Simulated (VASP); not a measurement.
# TiC (WC type) (P-6m2) in VASP: notebook

TiC (WC type) is run at these levels: PBE; tasks: single point.

Everything below comes from runs of VASP 6.6.1. Logs are shortened: lines on timing, memory, paths and dates and some standing lists are left out, and cuts for length are marked.

## (1) The cell of the first run

The structure is hexagonal, space group P-6m2 (No. 187). The conventional cell has a = 3.045 Å, b = 3.045 Å, c = 2.694 Å, α = 90.00°, β = 90.00°, γ = 120.00°. Ti (site symmetry -6m2) has 6 C at 2.21 Å and 2 Ti at 2.69 Å within 2.9 Å. Within 2.9 Å of C (site symmetry -6m2) lie 6 Ti at 2.21 Å and 2 C at 2.69 Å.

## (2) Single point, PBE

Contents of INCAR:

```
SYSTEM = TiC
PREC = Accurate ; ENCUT = 520
EDIFF = 1E-6 ; ISMEAR = -1
SIGMA = 0.15 ; LREAL = .FALSE.
LASPH = .TRUE. ; NELM = 80
ALGO = Normal ; ISIF = 2
LWAVE = .FALSE. ; LCHARG = .FALSE.
GGA = PE ; NBANDS = 15
```

Contents of KPOINTS:

```
regular mesh
0
G
  16 16 14
  0 0 0
```

Contents of POSCAR:

```
TiC
1.0
    3.0452841791      0.0000000000      0.0000000000
   -1.5226420896      2.6372934609      0.0000000000
    0.0000000000      0.0000000000      2.6939039114
Ti C
1 1
Direct
    0.0000000000      0.0000000000      0.0000000000
    0.3333333333      0.6666666667      0.5000000000
```

Potentials or basis: VASP PAW PBE potentials, release 64 (Ti_sv, C).

Launch:

```sh
> cat potpaw_PBE.64/Ti_sv/POTCAR potpaw_PBE.64/C/POTCAR > POTCAR
> mpirun -np 1 vasp_std > vasp.out
```

OUTCAR:

```text
SYSTEM = TiC
   PREC = Accurate
   ENCUT = 520
   EDIFF = 1E-6
   ISMEAR = -1
   LREAL = .FALSE.
   LASPH = .TRUE.
   NELM = 80
   ISIF = 2
   GGA = PE

 ion  position               nearest neighbor table
   1  0.000  0.000  0.000-   2 2.21   2 2.21   2 2.21   2 2.21   2 2.21   2 2.21
   2  0.333  0.667  0.500-   1 2.21   1 2.21   1 2.21   1 2.21   1 2.21   1 2.21

  LATTYP: Found a hexagonal cell.
 ALAT       =     3.0452841791
 C/A-ratio  =     0.8846149499

  Lattice vectors:

 A1 = (   3.0452841791,   0.0000000000,   0.0000000000)
 A2 = (  -1.5226420896,   2.6372934609,   0.0000000000)
 A3 = (   0.0000000000,   0.0000000000,   2.6939039114)

Analysis of symmetry for initial positions (statically):
=====================================================================
 Subroutine PRICEL returns:
 Original cell was already a primitive cell.

 Routine SETGRP: Setting up the symmetry group for a
 hexagonal supercell.

 Subroutine GETGRP returns: Found 12 space group operations
 (whereof 12 operations were pure point group operations)
 out of a pool of 24 trial point group operations.

The static configuration has the point symmetry D_3h.

Analysis of symmetry for dynamics (positions and initial velocities):
=====================================================================
 Subroutine PRICEL returns:
 Original cell was already a primitive cell.

 Routine SETGRP: Setting up the symmetry group for a
 hexagonal supercell.

 Subroutine GETGRP returns: Found 12 space group operations
 (whereof 12 operations were pure point group operations)
 out of a pool of 24 trial point group operations.

The dynamic configuration has the point symmetry D_3h.

 Subroutine INISYM returns: Found 12 space group operations
 (whereof 12 operations are pure point group operations),
 and found     1 'primitive' translations

----------------------------------------------------------------------------------------

                                     Primitive cell

  volume of cell :      21.6356

  direct lattice vectors                    reciprocal lattice vectors
     3.045284179  0.000000000  0.000000000     0.328376579  0.189588306  0.000000000
    -1.522642090  2.637293461  0.000000000     0.000000000  0.379176612  0.000000000
     0.000000000  0.000000000  2.693903911     0.000000000  0.000000000  0.371208489

[... 84 lines left out ...]
   LREAL  =      F    real-space projection
   EDIFFG = 0.1E-04   stopping-criterion for IOM
   NSW    =      0    number of steps for IOM
   IBRION =     -1    ionic relax: 0-MD 1-quasi-New 2-CG
   NFREE  =      0    steps in history (QN), initial steepest desc. (CG)
   ISIF   =      2    stress and relaxation
   ISYM   =      2    0-nonsym 1-usesym 2-fastsym
   POTIM  = 0.5000    time-step for ionic-motion
   TEBEG  =    0.0;   TEEND  =   0.0 temperature during run
   PSTRESS=    0.0 pullay stress
   NELECT =      16.0000    total number of electrons
   NUPDOWN=      -1.0000    fix difference up-down
   EMIN   =  10.00;   EMAX   =-10.00  energy-range for DOS
   EFERMI =   0.00;   METHOD = LEGACY
   ISMEAR =    -1;   SIGMA  =   0.15  broadening in eV -4-tet -1-fermi 0-gaus
   EFERMI_NEDOS =   21; number of points for ismear=-14 and -15
   IALGO  =     38    algorithm
   IMIX   =      4    mixing-type and parameters
     AMIX     =   0.40;   BMIX     =  1.00
     AMIX_MAG =   1.60;   BMIX_MAG =  1.00
  volume/ion in A,a.u.               =      10.82        73.00
  Fermi-wavevector in a.u.,A,eV,Ry     =   1.480444  2.797634 29.820092  2.191715
  Thomas-Fermi vector in A             =   2.594478
   LORBIT       =      0    0 simple, 1 ext, 2 COOP (PROOUT), +10 PAW based schemes
   GGA     = PE    functional components
   LHFCALC =     F    Hartree Fock is set to
   AEXX    =    0.0000 exact exchange contribution
   IVDW    =     0    specifies the selected vdW correction
   LEPSILON=     F    determine dielectric tensor
   LRPA    =     F    only Hartree local field effects (RPA)
 non-spin polarized calculation
  energy-cutoff  :      520.00
  volume of cell :       21.64
 maximum number of plane-waves:       594
 NGX is ok and might be reduce to    24
   NGX = 11   NGY = 11   NGZ = 11

 number of electron      16.0000001 magnetization

 Free energy of the ion-electron system (eV)
  ---------------------------------------------------
  ext. energy  EPLUGINS =         0.00000000
  ---------------------------------------------------
  free energy    TOTEN  =       -17.37430400 eV

  energy without entropy =      -17.32416715  energy(sigma->0) =      -17.34923557

 E-fermi :   8.5920     XC(G=0): -12.2922

 val. band max:        8.5829137771   @ k =   0.2500   0.1875   0.0000
 cond. band min:       8.5993056922   @ k =   0.3750  -0.0000   0.0714
 fundamental gap:      0.0163919150
 Fermi energy:         8.5920085170

 k-point     1 :       0.0000    0.0000    0.0000
  band No.  band energies     occupation
      1     -47.9299      2.00000
      2     -24.0872      2.00000
      3     -24.0872      2.00000
      4     -23.6255      2.00000
      5      -3.3945      2.00000
      6       7.0057      1.99995
      7       7.0057      1.99995
      8       7.6590      1.99603
      9      10.9259      0.00000
     10      11.9566      0.00000
     11      11.9566      0.00000
     12      14.2862      0.00000
     13      14.2862      0.00000
     14      16.1046      0.00000
[... 401 lines left out ...]
      2     -24.3958      2.00000
      3     -24.2145      2.00000
      4     -23.5840      2.00000
      5      -1.4027      2.00000
      6       4.5156      2.00000
      7       7.0921      1.99991
      8       8.5829      1.03031
      9       9.0381      0.09720
     10      11.4421      0.00000
     11      11.9048      0.00000
     12      12.5351      0.00000
     13      15.1880      0.00000
     14      20.0438      0.00000
     15      23.3167      0.00000

 [... further k-points ...]
[... 5 lines left out ...]
  --------------------------------------------------------------------------------------
  -------------------------------------------------------------------------------------
  Total        0.0725507      0.0725507     -0.0479518     -0.0000000      0.0000000      0.0000000
  in kB        5.3725907      5.3725907     -3.5509701     -0.0000000      0.0000000      0.0000000
  external PRESSURE =       2.3980704 kB  Pullay stress =       0.0000000 kB

 VOLUME and BASIS-vectors are now :
 -----------------------------------------------------------------------------
  energy-cutoff  :      520.00
  volume of cell :       21.64
      direct lattice vectors                 reciprocal lattice vectors
     3.045284179  0.000000000  0.000000000     0.328376579  0.189588306  0.000000000
    -1.522642090  2.637293461  0.000000000     0.000000000  0.379176612  0.000000000
     0.000000000  0.000000000  2.693903911     0.000000000  0.000000000  0.371208489

 POSITION                                       TOTAL-FORCE (eV/Angst)
 -----------------------------------------------------------------------------------
      0.00000      0.00000      0.00000         0.000000     -0.000000      0.000000
     -0.00000      1.75820      1.34695        -0.000000      0.000000      0.000000
 -----------------------------------------------------------------------------------
    total drift:                                0.000000     -0.000000     -0.000000

  FREE ENERGIE OF THE ION-ELECTRON SYSTEM (eV)
  ---------------------------------------------------
  free  energy   TOTEN  =       -17.3743039968 eV

  energy  without entropy=      -17.3241671483  energy(sigma->0) =      -17.34923557
```

OSZICAR:

```text
N       E                     dE             d eps       ncg     rms          rms(c)
DAV:   1     0.120086324261E+03    0.12009E+03   -0.80015E+03  7208   0.126E+03
DAV:   2    -0.152818610283E+02   -0.13537E+03   -0.12599E+03  7725   0.332E+02
DAV:   3    -0.230520437889E+02   -0.77702E+01   -0.76311E+01  9887   0.786E+01
DAV:   4    -0.232776362110E+02   -0.22559E+00   -0.22522E+00  8725   0.126E+01
DAV:   5    -0.232836333070E+02   -0.59971E-02   -0.59963E-02  9313   0.193E+00    0.173E+01
DAV:   6    -0.187338845696E+02    0.45497E+01   -0.12594E+01 10436   0.573E+01    0.951E+00
DAV:   7    -0.174467276750E+02    0.12872E+01   -0.31615E+00  8884   0.270E+01    0.485E+00
DAV:   8    -0.173961806542E+02    0.50547E-01   -0.19596E-01  7907   0.469E+00    0.312E+00
DAV:   9    -0.173763570033E+02    0.19824E-01   -0.10714E-01 10617   0.452E+00    0.670E-01
DAV:  10    -0.173762020363E+02    0.15497E-03   -0.12545E-02  7991   0.115E+00    0.510E-01
DAV:  11    -0.173749203869E+02    0.12816E-02   -0.31885E-03  8453   0.824E-01    0.266E-01
DAV:  12    -0.173743108249E+02    0.60956E-03   -0.61771E-04  9270   0.435E-01    0.518E-02
DAV:  13    -0.173743044892E+02    0.63357E-05   -0.82373E-05  7606   0.995E-02    0.101E-02
DAV:  14    -0.173743039968E+02    0.49244E-06   -0.31170E-06  9794   0.212E-02
   1 F= -.17374304E+02 E0= -.17349236E+02  d E =-.501368E-01
```

Run time: 88 s. Hardware: 1 thread of Intel Xeon 8259CL, shared host; peak memory 0.2 GiB.

What came out:

```
Free energy            : -17.3743 eV
Pressure               : 0.2 GPa
Band gap on the k mesh : zero (bands 8 and 9 overlap by 0.11 eV)
```

Stress tensor (GPa, compression positive):
```
 0.54  0.00  0.00
 0.00  0.54  0.00
 0.00  0.00 -0.36
```

Levels at points of the mesh, in eV from the Fermi level:
```
           k point  band 4  band 5  band 6  band 7  band 8  band 9  band 10  band 11  band 12  band 13
(0.00, 0.00, 0.00)  -32.22  -11.99   -1.59   -1.59   -0.93    2.33     3.36     3.36     5.69     5.69
(0.50, 0.00, 0.00)  -32.17   -9.60   -4.85   -0.73   -0.26    0.22     3.07     3.49     3.73     6.63
(0.00, 0.00, 0.50)  -32.60   -8.84   -5.58   -0.50   -0.50    1.16     1.16     4.74     4.74     4.74
(0.50, 0.00, 0.50)  -32.68   -8.77   -4.00   -2.54   -2.21    1.52     3.30     4.37     5.58     7.34
```

## (3) Single point, PBE

Contents of INCAR:

```
PREC = Accurate
ENCUT = 520
EDIFF = 1E-6
ISMEAR = -5
SIGMA = 0.1
LREAL = False
LASPH = True
NELM = 60
ALGO = Normal
ISIF = 2
LWAVE = False
LCHARG = False
GGA = PE
NBANDS = 15
```

Contents of KPOINTS:

```
regular mesh
0
Gamma
  16 16 14
```

POSCAR is that of step 2.

Potentials or basis: VASP PAW PBE potentials, release 64 (Ti_sv, C).

Launch:

```sh
> cat potpaw_PBE.64/Ti_sv/POTCAR potpaw_PBE.64/C/POTCAR > POTCAR
> mpirun -np 1 vasp_std > vasp.out
```

It took 2 min on 1 thread of Intel Xeon 8259CL, shared host; peak memory 0.21 GiB.

The run converged. Its results:

```
Free energy            : -17.3551 eV
Pressure               : 0.1 GPa
Band gap on the k mesh : zero (bands 8 and 9 overlap by 0.10 eV)
```

Stress tensor (GPa, compression positive):
```
-0.08  0.00  0.00
 0.00 -0.08  0.00
 0.00  0.00  0.47
```

Levels at points of the mesh, in eV from the Fermi level:
```
           k point  band 4  band 5  band 6  band 7  band 8  band 9  band 10  band 11  band 12  band 13
(0.00, 0.00, 0.00)  -32.21  -11.98   -1.58   -1.58   -0.93    2.35     3.37     3.37     5.70     5.70
(0.50, 0.00, 0.00)  -32.17   -9.59   -4.84   -0.73   -0.25    0.23     3.07     3.49     3.74     6.64
(0.00, 0.00, 0.50)  -32.60   -8.83   -5.57   -0.50   -0.50    1.16     1.16     4.75     4.75     4.75
(0.50, 0.00, 0.50)  -32.68   -8.76   -3.98   -2.53   -2.20    1.52     3.30     4.38     5.58     7.34
```

Caveat: tetrahedron occupations give inexact forces and stress in metals.

## (4) Single point, PBE

Contents of INCAR:

```
SYSTEM = TiC
  ALGO = Normal
  EDIFF = 1E-7
  ENCUT = 520
  GGA = PE
  ISIF = 2
  ISMEAR = -1
  LASPH = .TRUE.
  LCHARG = .FALSE.
  LREAL = .FALSE.
  LWAVE = .FALSE.
  NBANDS = 15
  NELM = 60
  PREC = Accurate
  SIGMA = 0.08
```

Contents of KPOINTS:

```
k-points
0
G
  16 16 14
  0 0 0
```

Contents of POSCAR:

```
TiC
1.0
    3.0451832838      0.0000000000      0.0000000000
   -1.5225916419      2.6372060829      0.0000000000
    0.0000000000      0.0000000000      2.6940399707
Ti C
1 1
Direct
    0.0000000000      0.0000000000      0.0000000000
    0.3333333333      0.6666666667      0.5000000000
```

Potentials or basis: VASP PAW PBE potentials, release 64 (Ti_sv, C).

Launch:

```sh
> cat potpaw_PBE.64/Ti_sv/POTCAR potpaw_PBE.64/C/POTCAR > POTCAR
> mpirun -np 1 vasp_std > vasp.out
```

OUTCAR:

```text
SYSTEM = TiC
   EDIFF = 1E-7
   ENCUT = 520
   GGA = PE
   ISIF = 2
   ISMEAR = -1
   LASPH = .TRUE.
   LREAL = .FALSE.
   NELM = 60
   PREC = Accurate

 ion  position               nearest neighbor table
   1  0.000  0.000  0.000-   2 2.21   2 2.21   2 2.21   2 2.21   2 2.21   2 2.21
   2  0.333  0.667  0.500-   1 2.21   1 2.21   1 2.21   1 2.21   1 2.21   1 2.21

  LATTYP: Found a hexagonal cell.
 ALAT       =     3.0451832838
 C/A-ratio  =     0.8846889398

  Lattice vectors:

 A1 = (   3.0451832838,   0.0000000000,   0.0000000000)
[... 609 lines left out ...]
     10      11.4370      0.00000
     11      11.9027      0.00000
     12      12.5302      0.00000
     13      15.1902      0.00000
     14      20.0462      0.00000
     15      23.3187      0.00000

 [... further k-points ...]
[... 5 lines left out ...]
  --------------------------------------------------------------------------------------
  -------------------------------------------------------------------------------------
  Total        0.0276617      0.0276617      0.0236812      0.0000000     -0.0000000      0.0000000
  in kB        2.0484651      2.0484651      1.7536867      0.0000000     -0.0000000      0.0000000
  external PRESSURE =       1.9502056 kB  Pullay stress =       0.0000000 kB

 VOLUME and BASIS-vectors are now :
 -----------------------------------------------------------------------------
  energy-cutoff  :      520.00
  volume of cell :       21.64
      direct lattice vectors                 reciprocal lattice vectors
     3.045183284  0.000000000  0.000000000     0.328387459  0.189594588  0.000000000
    -1.522591642  2.637206083  0.000000000     0.000000000  0.379189175  0.000000000
     0.000000000  0.000000000  2.694039971     0.000000000  0.000000000  0.371189741

 POSITION                                       TOTAL-FORCE (eV/Angst)
 -----------------------------------------------------------------------------------
      0.00000      0.00000      0.00000         0.000000     -0.000000      0.000000
     -0.00000      1.75814      1.34702        -0.000000      0.000000      0.000000
 -----------------------------------------------------------------------------------
    total drift:                                0.000000     -0.000000     -0.000000

  FREE ENERGIE OF THE ION-ELECTRON SYSTEM (eV)
  ---------------------------------------------------
  free  energy   TOTEN  =       -17.3591975281 eV

  energy  without entropy=      -17.3498923539  energy(sigma->0) =      -17.35454494
```

stdout:

```text
POSCAR found type information on POSCAR TiC
 POSCAR found :  2 types and       2 ions
 scaLAPACK will be used
 LDA part: xc-table for (Slater+PW92), standard interpolation
 POSCAR, INCAR and KPOINTS ok, starting setup
 FFT: planning ... GRIDC
 FFT: planning ... GRID_SOFT
 FFT: planning ... GRID
 WAVECAR not read
 entering main loop
```

Run time: 1.7 min. Hardware: 1 thread of Intel Xeon 8259CL, shared host; peak memory 0.2 GiB.

Results:

```yaml
Free_energy: -17.3592 eV
Pressure: 0.2 GPa
Band_gap_on_the_k_mesh: zero (bands 8 and 9 overlap by 0.10 eV)
```

Levels at points of the mesh, in eV from the Fermi level:
```csv
k point,band 5,band 6,band 7,band 8,band 9,band 10,band 11,band 12
"(0.00, 0.00, 0.00)",-11.99,-1.59,-1.59,-0.94,2.33,3.35,3.35,5.69
"(0.50, 0.00, 0.00)",-9.60,-4.85,-0.74,-0.26,0.22,3.06,3.48,3.72
"(0.00, 0.00, 0.50)",-8.84,-5.59,-0.51,-0.51,1.15,1.15,4.73,4.73
"(0.50, 0.00, 0.50)",-8.77,-4.00,-2.55,-2.22,1.51,3.29,4.36,5.57
```

## (5) Single point, PBE

Contents of INCAR:

```
PREC     = Accurate       # precision mode
ENCUT    = 520            # plane-wave cutoff, eV
EDIFF    = 1E-6           # SCF threshold, eV
ISMEAR   = -4             # smearing method
SIGMA    = 0.1            # smearing width, eV
LREAL    = F              # projectors in reciprocal space
LASPH    = T              # aspherical terms in the spheres
NELM     = 60             # most SCF steps
ALGO     = Normal         # electronic algorithm
ISIF     = 2              # what is computed and relaxed
LWAVE    = F              # write WAVECAR
LCHARG   = F              # write CHGCAR
GGA      = PE             # functional
NBANDS   = 15             # bands
```

Contents of KPOINTS:

```
Automatic mesh
0
Gamma
  20 20 18
```

Contents of POSCAR:

```
TiC
1.0
    3.0452841791      0.0000000000      0.0000000000
   -1.5226420896      2.6372934609      0.0000000000
    0.0000000000      0.0000000000      2.6939039114
Ti C
1 1
Direct
    0.0000000000      0.0000000000      0.0000000000
    0.3333333333      0.6666666667      0.5000000000
```

Launch:

```sh
> cat potpaw_PBE.64/Ti_sv/POTCAR potpaw_PBE.64/C/POTCAR > POTCAR
> mpirun -np 1 vasp_std > vasp.out
```

Wall time 2.7 min (1 thread of Intel Xeon 8259CL, shared host); peak memory 0.27 GiB.

Results (log left out):

```
Free energy            : -17.3550 eV
Pressure               : 0.0 GPa
Band gap on the k mesh : zero (bands 8 and 9 overlap by 0.17 eV)
```

Stress tensor (GPa, compression positive):
```
-0.37  0.00  0.00
 0.00 -0.37  0.00
 0.00  0.00  0.88
```

Levels at points of the mesh, in eV from the Fermi level:
| k point | band 4 | band 5 | band 6 | band 7 | band 8 | band 9 | band 10 | band 11 | band 12 | band 13 |
| --- | --- | --- | --- | --- | --- | --- | --- | --- | --- | --- |
| (0.00, 0.00, 0.00) | -32.23 | -11.99 | -1.59 | -1.59 | -0.94 | 2.34 | 3.35 | 3.35 | 5.69 | 5.69 |
| (0.50, 0.00, 0.00) | -32.18 | -9.60 | -4.85 | -0.74 | -0.26 | 0.22 | 3.06 | 3.48 | 3.72 | 6.63 |
| (0.00, 0.00, 0.50) | -32.61 | -8.84 | -5.58 | -0.51 | -0.51 | 1.15 | 1.15 | 4.73 | 4.74 | 4.74 |
| (0.50, 0.00, 0.50) | -32.69 | -8.77 | -3.99 | -2.54 | -2.22 | 1.51 | 3.29 | 4.36 | 5.57 | 7.33 |

## (6) The runs side by side

| k mesh | smearing | gap on the mesh (eV) | pressure (GPa) |
| --- | --- | --- | --- |
| 16 × 16 × 14 | fermi-dirac 0.15 eV | none | 0.2 |
| 16 × 16 × 14 | tetrahedron | none | 0.1 |
| 16 × 16 × 14 | fermi-dirac 0.08 eV | none | 0.2 |
| 20 × 20 × 18 | tetrahedron | none | 0.0 |

Alike in all rows: task single point; level PBE; potentials or basis VASP PAW PBE potentials, release 64 (Ti_sv, C); no spin polarisation; cell as given; cutoff (eV) 520.

Caveats: tetrahedron occupations give inexact forces and stress in metals (at least some runs).

Absolute energies hang on the potentials; compare differences alone.
